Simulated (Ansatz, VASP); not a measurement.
## SiW in VASP and in Ansatz

```
W Si
1.0
     0.00000    2.51285    2.51285
     2.51285    0.00000    2.51285
     2.51285    2.51285    0.00000
W Si
1 1
Cartesian
  0.0000 0.0000 0.0000
  2.5128 2.5128 2.5128
```

Alike in both runs: functional PBE; k mesh 14 × 14 × 14; occupations fermi-dirac, width 0.05 eV; no spin polarisation.

Ansatz relaxed the structure, and its values are those at the end. VASP's run is a single point on that final structure, the one shown.

```csv
,VASP,Ansatz
version,VASP 6.6.1,Ansatz 0.2.0
potentials or method,"VASP PAW PBE potentials, release 64 (W_sv, Si)","PAW with Ansatz's default frozen-core files, scalar-relativistic"
plane-wave cutoff (eV),520,420
valence electrons in the cell,18,18
```

```csv
,VASP,Ansatz,Ansatz less VASP
pressure (GPa),0.1,0.0,-0.10
```

Spin-orbit coupling is off throughout.
